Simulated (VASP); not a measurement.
# Cu16CO in VASP: further runs

The runs below take Cu16CO through single point, with PBE+D3(BJ).

All numbers are computed with VASP 6.6.1; they aren't measurements. Logs are shortened: lines on timing, memory, paths and dates and some standing lists are left out, and cuts for length are marked.

## 1. The cell of the first run

The cell holds a slab with vacuum, 18 atoms: a = 5.039 Å, b = 5.039 Å, c = 24.495 Å, α = 90.00°, β = 90.00°, γ = 90.00°.

## 2. Single point, PBE+D3(BJ)

Contents of INCAR:

```
PREC = Accurate ; ENCUT = 520
EDIFF = 1E-6 ; ISMEAR = 0
SIGMA = 0.1 ; LREAL = Auto
LASPH = T ; NELM = 80
ALGO = Normal ; ISIF = 2
LWAVE = F ; LCHARG = F
LDIPOL = T ; IDIPOL = 3
DIPOL = 0.5 0.5 0.460 ; GGA = PE
IVDW = 12 ; NBANDS = 108
```

Contents of KPOINTS:

```
regular mesh
0
Gamma
  4 4 1
```

Contents of POSCAR:

```
Cu16CO
1.0
    5.0393684365      0.0000000000      0.0000000000
    0.0000000000      5.0393684365      0.0000000000
    0.0000000000      0.0000000000     24.4950573916
Cu C O
16 1 1
Direct
    0.2500000000      0.2500000000      0.3265964995
    0.2500000000      0.7500000000      0.3265964995
    0.7500000000      0.2500000000      0.3265964995
    0.7500000000      0.7500000000      0.3265964995
    0.5000000000      0.5000000000      0.3993330426
    0.5000000000      0.0000000000      0.3993330426
    0.0000000000      0.5000000000      0.3993330426
    0.0000000000      0.0000000000      0.3993330426
    0.7519287774      0.7519287774      0.4733248750
    0.7519287774      0.2480712226      0.4733248750
    0.2480712226      0.7519287774      0.4733248750
    0.2480712226      0.2480712226      0.4733248750
    0.0000000000      0.0000000000      0.5496307123
    0.0000000000      0.5000000000      0.5451827941
    0.5000000000      0.0000000000      0.5451827941
    0.5000000000      0.5000000000      0.5437345348
    0.0000000000      0.0000000000      0.6245477561
    0.0000000000      0.0000000000      0.6714862940
```

Potentials or basis: VASP PAW PBE potentials, release 64 (Cu, C, O).

The run is started by

```bash
cat potpaw_PBE.64/Cu/POTCAR potpaw_PBE.64/C/POTCAR potpaw_PBE.64/O/POTCAR > POTCAR
mpirun -np 1 vasp_std > vasp.out
```

OUTCAR:

```text
PREC = Accurate
   ENCUT = 520
   EDIFF = 1E-6
   ISMEAR = 0
   LREAL = Auto
   LASPH = T
   NELM = 80
   ISIF = 2
   GGA = PE
   IVDW = 12
 IVDW          = 12

 ion  position               nearest neighbor table
   1  0.250  0.250  0.327-   2 2.52   3 2.52   2 2.52   3 2.52   7 2.52   8 2.52   5 2.52   6 2.52

   2  0.250  0.750  0.327-   1 2.52   4 2.52   1 2.52   4 2.52   7 2.52   8 2.52   5 2.52   6 2.52

   3  0.750  0.250  0.327-   1 2.52   4 2.52   4 2.52   1 2.52   7 2.52   8 2.52   5 2.52   6 2.52

   4  0.750  0.750  0.327-   2 2.52   3 2.52   3 2.52   2 2.52   7 2.52   8 2.52   5 2.52   6 2.52

   5  0.500  0.500  0.399-   6 2.52   7 2.52   6 2.52   7 2.52   1 2.52   2 2.52   3 2.52   4 2.52
                            11 2.55  12 2.55   9 2.55  10 2.55
   6  0.500  0.000  0.399-   5 2.52   8 2.52   5 2.52   8 2.52   1 2.52   2 2.52   3 2.52   4 2.52
                            11 2.54  12 2.54   9 2.54  10 2.54
   7  0.000  0.500  0.399-   5 2.52   8 2.52   8 2.52   5 2.52   1 2.52   2 2.52   3 2.52   4 2.52
                            11 2.54  12 2.54   9 2.54  10 2.54
   8  0.000  0.000  0.399-   6 2.52   7 2.52   7 2.52   6 2.52   1 2.52   2 2.52   3 2.52   4 2.52
                            11 2.53  12 2.53   9 2.53  10 2.53
   9  0.752  0.752  0.473-  16 2.49  11 2.50  10 2.50  15 2.50  14 2.50   8 2.53  10 2.54  11 2.54
                             6 2.54   7 2.54   5 2.55  13 2.57
  10  0.752  0.248  0.473-  16 2.49  12 2.50   9 2.50  15 2.50  14 2.50   8 2.53   9 2.54  12 2.54
                             7 2.54   6 2.54   5 2.55  13 2.57
  11  0.248  0.752  0.473-  16 2.49  12 2.50   9 2.50  15 2.50  14 2.50   8 2.53   9 2.54  12 2.54
                             7 2.54   6 2.54   5 2.55  13 2.57
  12  0.248  0.248  0.473-  16 2.49  11 2.50  10 2.50  15 2.50  14 2.50   8 2.53  10 2.54  11 2.54
                             6 2.54   7 2.54   5 2.55  13 2.57
  13  0.000  0.000  0.550-  17 1.84  15 2.52  14 2.52  14 2.52  15 2.52  10 2.57  11 2.57  12 2.57
                             9 2.57
  14  0.000  0.500  0.545-   9 2.50  10 2.50  11 2.50  12 2.50  16 2.52  16 2.52  13 2.52  13 2.52

  15  0.500  0.000  0.545-   9 2.50  10 2.50  11 2.50  12 2.50  16 2.52  16 2.52  13 2.52  13 2.52

  16  0.500  0.500  0.544-   9 2.49  10 2.49  11 2.49  12 2.49  14 2.52  15 2.52  15 2.52  14 2.52

  17  0.000  0.000  0.625-  18 1.15  13 1.84
  18  0.000  0.000  0.671-  17 1.15

  LATTYP: Found a simple tetragonal cell.
 ALAT       =     5.0393684365
 C/A-ratio  =     4.8607395352

  Lattice vectors:

 A1 = (   5.0393684365,   0.0000000000,   0.0000000000)
 A2 = (   0.0000000000,   5.0393684365,   0.0000000000)
 A3 = (   0.0000000000,   0.0000000000,  24.4950573916)

Analysis of symmetry for initial positions (statically):
=====================================================================
 Subroutine PRICEL returns:
 Original cell was already a primitive cell.

 Routine SETGRP: Setting up the symmetry group for a
 simple tetragonal supercell.

 Subroutine GETGRP returns: Found  8 space group operations
 (whereof  8 operations were pure point group operations)
 out of a pool of 16 trial point group operations.

The static configuration has the point symmetry C_4v.

Analysis of symmetry for dynamics (positions and initial velocities):
=====================================================================
 Subroutine PRICEL returns:
 Original cell was already a primitive cell.

 Routine SETGRP: Setting up the symmetry group for a
 simple tetragonal supercell.

 Subroutine GETGRP returns: Found  8 space group operations
 (whereof  8 operations were pure point group operations)
 out of a pool of 16 trial point group operations.

The dynamic configuration has the point symmetry C_4v.

 Subroutine INISYM returns: Found  8 space group operations
 (whereof  8 operations are pure point group operations),
 and found     1 'primitive' translations

----------------------------------------------------------------------------------------

                                     Primitive cell

  volume of cell :     622.0577

  direct lattice vectors                    reciprocal lattice vectors
     5.039368437  0.000000000  0.000000000     0.198437565  0.000000000  0.000000000
     0.000000000  5.039368437  0.000000000     0.000000000  0.198437565  0.000000000
     0.000000000  0.000000000 24.495057392     0.000000000  0.000000000  0.040824562

  length of vectors
     5.039368437  5.039368437 24.495057392     0.198437565  0.198437565  0.040824562

  position of ions in fractional coordinates (direct lattice)
     0.250000000  0.250000000  0.326596499
     0.250000000  0.750000000  0.326596499
     0.750000000  0.250000000  0.326596499
     0.750000000  0.750000000  0.326596499
     0.500000000  0.500000000  0.399333043
     0.500000000  0.000000000  0.399333043
[... 10 lines left out ...]
     0.000000000  0.000000000  0.624547756
     0.000000000  0.000000000  0.671486294

  ion indices of the primitive-cell ions
   primitive index   ion index
                 1           1
                 2           2
                 3           3
                 4           4
                 5           5
                 6           6
[... 10 lines left out ...]
                17          17
                18          18

----------------------------------------------------------------------------------------

 KPOINTS: regular mesh

Automatic generation of k-mesh.
 Grid dimensions read from file:
 generate k-points for:    4    4    1

 Generating k-lattice:

  Cartesian coordinates                     Fractional coordinates (reciprocal lattice)
     0.049609391  0.000000000  0.000000000     0.250000000  0.000000000  0.000000000
     0.000000000  0.049609391  0.000000000     0.000000000  0.250000000  0.000000000
     0.000000000  0.000000000  0.040824562     0.000000000  0.000000000  1.000000000

  Length of vectors
     0.049609391  0.049609391  0.040824562

  Shift w.r.t. Gamma in fractional coordinates (k-lattice)
     0.000000000  0.000000000  0.000000000

 Subroutine IBZKPT returns following result:
 ===========================================

 Found      6 irreducible k-points:

 Following reciprocal coordinates:
            Coordinates               Weight
  0.000000  0.000000  0.000000      1.000000
  0.250000  0.000000  0.000000      4.000000
  0.500000  0.000000  0.000000      2.000000
  0.250000  0.250000  0.000000      4.000000
  0.500000  0.250000  0.000000      4.000000
  0.500000  0.500000  0.000000      1.000000
   k-points           NKPTS =      6   k-points in BZ     NKDIM =      6   number of bands    NBANDS=    108
   number of dos      NEDOS =    301   number of ions     NIONS =     18
   total plane-waves  NPLWV = 307200
   dimension x,y,z NGX =    40 NGY =   40 NGZ =  192
   dimension x,y,z NGXF=    80 NGYF=   80 NGZF=  384
   ions per type =              16   1   1
   NGX,Y,Z   is equivalent  to a cutoff of  13.20, 13.20, 13.03 a.u.
   NGXF,Y,Z  is equivalent  to a cutoff of  26.39, 26.39, 26.06 a.u.
 SYSTEM =  unknown system
   PREC   = accura    normal or accurate (medium, high low for compatibility)
   ISTART =      0    job   : 0-new  1-cont  2-samecut
   ICHARG =      2    charge: 1-file 2-atom 10-const
   ISPIN  =      1    spin polarized calculation?
   LNONCOLLINEAR =      F non collinear calculations
   LSORBIT =      F    spin-orbit coupling
   LASPH  =      T    aspherical Exc in radial PAW
   ENCUT  =  520.0 eV  38.22 Ry    6.18 a.u.   9.37  9.37 45.54*2*pi/ulx,y,z
   NELM   =     80;   NELMIN=  2; NELMDL= -5     # of ELM steps
   EDIFF  = 0.1E-05   stopping-criterion for ELM
   LREAL  =      T    real-space projection
   EDIFFG = 0.1E-04   stopping-criterion for IOM
   NSW    =      0    number of steps for IOM
[... 5 lines left out ...]
   TEBEG  =    0.0;   TEEND  =   0.0 temperature during run
   PSTRESS=    0.0 pullay stress
   NELECT =     186.0000    total number of electrons
   NUPDOWN=      -1.0000    fix difference up-down
   EMIN   =  10.00;   EMAX   =-10.00  energy-range for DOS
   EFERMI =   0.00;   METHOD = LEGACY
   ISMEAR =     0;   SIGMA  =   0.10  broadening in eV -4-tet -1-fermi 0-gaus
   EFERMI_NEDOS =   21; number of points for ismear=-14 and -15
   IALGO  =     38    algorithm
   IMIX   =      4    mixing-type and parameters
     AMIX     =   0.40;   BMIX     =  1.00
     AMIX_MAG =   1.60;   BMIX_MAG =  1.00
  volume/ion in A,a.u.               =      34.56       233.21
  Fermi-wavevector in a.u.,A,eV,Ry     =   1.094718  2.068717 16.305323  1.198407
  Thomas-Fermi vector in A             =   2.231028
   LORBIT       =      0    0 simple, 1 ext, 2 COOP (PROOUT), +10 PAW based schemes
   GGA     = PE    functional components
   LHFCALC =     F    Hartree Fock is set to
   AEXX    =    0.0000 exact exchange contribution
   IVDW    =    12    specifies the selected vdW correction
   LEPSILON=     F    determine dielectric tensor
   LRPA    =     F    only Hartree local field effects (RPA)
 non-spin polarized calculation
 Gauss-broadening in eV      SIGMA  =   0.10
  energy-cutoff  :      520.00
  volume of cell :      622.06
 maximum number of plane-waves:     16815
 NGX is ok and might be reduce to    40
   NGX = 19   NGY = 19   NGZ = 91

 dipolmoment           0.000000      0.000000     -0.005950 electrons x Angstroem

 number of electron     186.0000048 magnetization

 dipolmoment           0.000000      0.000000      0.034455 electrons x Angstroem

 Free energy of the ion-electron system (eV)
  ---------------------------------------------------
  ext. energy  EPLUGINS =         0.00000000
  ---------------------------------------------------
  free energy    TOTEN  =       -70.34071441 eV

  energy without entropy =      -70.28934486  energy(sigma->0) =      -70.31502963

 E-fermi :  -0.5545     XC(G=0):  -4.9576

 val. band max:       -0.5993010719   @ k =   0.0000   0.0000   0.0000
 cond. band min:      -0.5507683199   @ k =   0.2500   0.0000   0.0000
 fundamental gap:      0.0485327520
 Fermi energy:        -0.5545179438

 k-point     1 :       0.0000    0.0000    0.0000
  band No.  band energies     occupation
      1     -25.1600      2.00000
      2     -10.5760      2.00000
      3      -9.5481      2.00000
      4      -8.2871      2.00000
      5      -7.8067      2.00000
      6      -7.8067      2.00000
[... 97 lines left out ...]
    104       2.9206      0.00000
    105       2.9206      0.00000

 k-point     2 :       0.2500    0.0000    0.0000
  band No.  band energies     occupation
      1     -25.1597      2.00000
      2     -10.5508      2.00000
      3      -9.1908      2.00000
      4      -8.1474      2.00000
      5      -7.8355      2.00000
      6      -7.8044      2.00000
[... 97 lines left out ...]
    104       3.1416      0.00000
    105       3.2753      0.00000

 k-point     3 :       0.5000    0.0000    0.0000
  band No.  band energies     occupation
      1     -25.1594      2.00000
      2     -10.5288      2.00000
      3      -8.3339      2.00000
      4      -8.1060      2.00000
      5      -7.8583      2.00000
      6      -7.8026      2.00000
[... 97 lines left out ...]
    104       3.0048      0.00000
    105       3.0504      0.00000

 k-point     4 :       0.2500    0.2500    0.0000
  band No.  band energies     occupation
      1     -25.1594      2.00000
      2     -10.5330      2.00000
      3      -8.8405      2.00000
      4      -8.0514      2.00000
      5      -7.8320      2.00000
      6      -7.8306      2.00000
[... 97 lines left out ...]
    104       3.3131      0.00000
    105       3.5823      0.00000

 k-point     5 :       0.5000    0.2500    0.0000
  band No.  band energies     occupation
      1     -25.1591      2.00000
      2     -10.5165      2.00000
      3      -8.1770      2.00000
      4      -7.8812      2.00000
      5      -7.8272      2.00000
      6      -7.7278      2.00000
[... 97 lines left out ...]
    104       3.4099      0.00000
    105       3.6845      0.00000

 k-point     6 :       0.5000    0.5000    0.0000
  band No.  band energies     occupation
      1     -25.1589      2.00000
      2     -10.5046      2.00000
      3      -8.0521      2.00000
      4      -7.8590      2.00000
      5      -7.8590      2.00000
      6      -6.8168      2.00000
[... 97 lines left out ...]
    104       4.4364      0.00000
    105       4.7866      0.00000
 [bands above 105 left out]

------------------------ aborting loop because EDIFF is reached ----------------------------------------

 vacuum level on the upper side and lower side of the slab       (xc-potential included)        -0.055        -0.308

 Edisp (eV)   -6.98859

 E8    (eV) :    -3.0964

  FORCE on cell =-STRESS in cart. coord.  units (eV):
  Direction    XX          YY          ZZ          XY          YZ          ZX
  --------------------------------------------------------------------------------------
  -------------------------------------------------------------------------------------
  Total      -4.25337    -4.25337     0.76398     0.00000     0.00000     0.00000
  in kB     -10.95501   -10.95501     1.96771     0.00000     0.00000     0.00000
  external pressure =       -6.65 kB  Pullay stress =        0.00 kB

 VOLUME and BASIS-vectors are now :
 -----------------------------------------------------------------------------
  energy-cutoff  :      520.00
  volume of cell :      622.06
      direct lattice vectors                 reciprocal lattice vectors
     5.039368437  0.000000000  0.000000000     0.198437565  0.000000000  0.000000000
     0.000000000  5.039368437  0.000000000     0.000000000  0.198437565  0.000000000
     0.000000000  0.000000000 24.495057392     0.000000000  0.000000000  0.040824562

 POSITION                                       TOTAL-FORCE (eV/Angst)
 -----------------------------------------------------------------------------------
      1.25984      1.25984      8.00000        -0.017447     -0.017447      0.051063
      1.25984      3.77953      8.00000        -0.017447      0.017447      0.051063
      3.77953      1.25984      8.00000         0.017447     -0.017447      0.051063
      3.77953      3.77953      8.00000         0.017447      0.017447      0.051063
      2.51968      2.51968      9.78169        -0.000000      0.000000      0.008695
      2.51968      0.00000      9.78169        -0.000000      0.000000     -0.090997
[... 10 lines left out ...]
      0.00000      0.00000     15.29833        -0.000000      0.000000     -0.761634
      0.00000      0.00000     16.44810        -0.000000     -0.000000      0.827893
 -----------------------------------------------------------------------------------
    total drift:                               -0.000000      0.000000      0.021345

  FREE ENERGIE OF THE ION-ELECTRON SYSTEM (eV)
  ---------------------------------------------------
  free  energy   TOTEN  =       -77.3293030466 eV

  energy  without entropy=      -77.2779335009  energy(sigma->0) =      -77.30361827

 vacuum level on the upper side and lower side of the slab         4.007         3.753
```

It took 22 min on 1 thread of Intel Xeon Platinum 8488C (Sapphire Rapids), shared host; peak memory 0.78 GiB.

Results:

| Property | Result |
| --- | --- |
| Free energy | -77.3293 eV |
| Largest force | 0.828 eV/Å |
| Band gap on the k mesh | zero (bands 93 and 94 overlap by 0.96 eV) |
| Dispersion energy per atom | -0.388 eV |

Forces in eV/Å, atoms in the order of the input:
```
Cu  -0.017 -0.017  0.051
Cu  -0.017  0.017  0.051
Cu   0.017 -0.017  0.051
Cu   0.017  0.017  0.051
Cu   0.000  0.000  0.009
Cu   0.000  0.000 -0.091
Cu   0.000  0.000 -0.091
Cu   0.000  0.000 -0.104
Cu  -0.005 -0.005 -0.008
Cu  -0.005  0.005 -0.008
Cu   0.005 -0.005 -0.008
Cu   0.005  0.005 -0.008
Cu   0.000  0.000 -0.034
Cu   0.000  0.000  0.026
Cu   0.000  0.000  0.026
Cu   0.000  0.000  0.019
C    0.000  0.000 -0.762
O    0.000  0.000  0.828
```

With open d or f shells a metallic result of PBE can be an artefact of self-interaction; +U or a hybrid may open a gap.

## 3. Single point, PBE+D3(BJ)

Contents of INCAR:

```
SYSTEM = Cu16CO
ALGO = Normal
DIPOL = 0.5 0.5 0.460
EDIFF = 1E-6
ENCUT = 520
GGA = PE
IDIPOL = 3
ISIF = 2
ISMEAR = 0
IVDW = 12
LASPH = .TRUE.
LCHARG = .FALSE.
LDIPOL = .TRUE.
LREAL = Auto
LWAVE = .FALSE.
NBANDS = 108
NELM = 80
PREC = Accurate
SIGMA = 0.1
```

Contents of KPOINTS:

```
k-points
0
G
  4 4 1
  0 0 0
```

POSCAR is that of step 2.

Potentials or basis: VASP PAW PBE potentials, release 64 (Cu, C, O).

The run is started by

```bash
cat potpaw_PBE.64/Cu/POTCAR potpaw_PBE.64/C/POTCAR potpaw_PBE.64/O/POTCAR > POTCAR
mpirun -np 1 vasp_std > vasp.out
```

It took 21 min on 1 thread of Intel Xeon Platinum 8488C (Sapphire Rapids), shared host; peak memory 0.78 GiB.

The run converged. Its results:

| Quantity | Value |
| --- | --- |
| Free energy | -77.3293 eV |
| Largest force | 0.828 eV/Å |
| Band gap on the k mesh | zero (bands 93 and 94 overlap by 0.96 eV) |
| Dispersion energy per atom | -0.388 eV |

Forces on the atoms (eV/Å):
```
Cu  -0.017 -0.017  0.051
Cu  -0.017  0.017  0.051
Cu   0.017 -0.017  0.051
Cu   0.017  0.017  0.051
Cu   0.000  0.000  0.009
Cu   0.000  0.000 -0.091
Cu   0.000  0.000 -0.091
Cu   0.000  0.000 -0.104
Cu  -0.005 -0.005 -0.008
Cu  -0.005  0.005 -0.008
Cu   0.005 -0.005 -0.008
Cu   0.005  0.005 -0.008
Cu   0.000  0.000 -0.034
Cu   0.000  0.000  0.026
Cu   0.000  0.000  0.026
Cu   0.000  0.000  0.019
C    0.000  0.000 -0.762
O    0.000  0.000  0.828
```

Levels at points of the mesh, in eV from the Fermi level:
| k point | band 91 | band 92 | band 93 | band 94 | band 95 | band 96 |
| --- | --- | --- | --- | --- | --- | --- |
| (0.00, 0.00, 0.00) | -0.44 | -0.43 | -0.24 | -0.24 | -0.05 | -0.04 |
| (0.50, 0.00, 0.00) | -0.54 | 0.54 | 0.72 | 0.74 | 0.77 | 0.97 |
| (0.50, 0.50, 0.00) | -1.23 | -1.23 | -0.85 | 0.13 | 0.13 | 0.30 |

The gap in the log of VASP goes by the Fermi energy; the results here count the filled bands.